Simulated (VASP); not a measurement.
A run of VASP 6.6.1 is set up as follows.

INCAR

```
  PREC = Accurate
  ENCUT = 600
  EDIFF = 1E-6
  ISMEAR = 0
  SIGMA = 0.1
  LREAL = F
  LASPH = T
  NELM = 80
  ALGO = Normal
  ISIF = 3
  LWAVE = F
  LCHARG = F
  GGA = PE
  IBRION = 2
  NSW = 90
  EDIFFG = -0.04
```

File KPOINTS:

```
Automatic mesh
0
Gamma
  4 4 4
```

The input POSCAR:

```
Zn2P
1.0
    3.8035415096      0.0000000000      0.0000000000
    0.0000000000      3.8035415096      0.0000000000
    0.0000000000      0.0000000000      5.8034497332
Zn P
4 2
Direct
    0.0000000000      0.0000000000      0.0000000000
    0.5000000000      0.5000000000      0.0000000000
    0.0000000000      0.5000000000      0.2700000000
    0.5000000000      0.0000000000      0.7300000000
    0.0000000000      0.5000000000      0.7000000000
    0.5000000000      0.0000000000      0.3000000000
```

Potentials or basis: VASP PAW PBE potentials, release 64 (Zn, P).

The run is started by

```sh
$ cat potpaw_PBE.64/Zn/POTCAR potpaw_PBE.64/P/POTCAR > POTCAR
$ mpirun -np 1 vasp_std > vasp.out
```

Q: Predict the space group after relaxing (to 0.1 Å).

A: P4/nmm (No. 129).

Q: What does it give for the relaxed cell?

A: a = 4.226 Å, b = 4.226 Å, c = 5.749 Å, α = 90.00°, β = 90.00°, γ = 90.00°.

Q: Estimate the relaxed volume.

A: 17.11 Å³/atom.

The path:
```tsv
step	energy change (eV)	largest force (eV/Å)	pressure (GPa)	volume (Å³)
1	0.0000	2.2141	18.65	83.96
2	-0.8926	0.6841	-4.53	105.35
3	-0.9605	0.8657	-1.07	99.75
4	-1.0740	0.7246	-0.25	99.24
5	-1.2586	1.5698	1.88	97.61
6	-1.3247	1.4779	1.70	97.95
7	-1.4822	1.1574	1.46	98.97
8	-1.6173	0.4417	1.56	100.96
9	-1.6482	0.1684	0.25	102.28
10	-1.6517	0.0697	-0.22	102.92
11	-1.6517	0.0637	-0.30	102.96
12	-1.6524	0.0318	-0.15	102.67
```

Caveat: the k points lie up to 0.37 Å⁻¹ apart in the final cell, too coarse for converged energies and pressures of a metal; the volume moved by over 15 % at a fixed basis, so the end points are rough.
